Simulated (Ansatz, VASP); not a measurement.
## Al: VASP beside Ansatz

```
CELL_PARAMETERS angstrom
2.83971 0.00000 0.00000
-1.41985 2.45926 0.00000
0.00000 0.00000 4.58414
ATOMIC_POSITIONS crystal
Al 0.33333 0.66667 0.25000
Al 0.66667 0.33333 0.75000
```

Alike in both runs: functional r2SCAN; k mesh 13 × 13 × 7; occupations fermi-dirac, width 0.1 eV; no spin polarisation.

Ansatz relaxed the structure, and its values are those at the end. VASP's run is a single point on that final structure, the one shown.

```csv
,VASP,Ansatz
version,VASP 6.6.1,Ansatz 0.2.0
potentials or method,"VASP PAW PBE potentials, release 64 (Al), cutoff 520 eV","plane waves (500 eV) with PAW, scalar-relativistic"
valence electrons in the cell,6,6
```

VASP gave:

```
pressure (GPa) : -0.3
```

Estimate Ansatz's values.

pressure (GPa): 0.0.

VASP's potentials were made for PBE, not for r2SCAN.
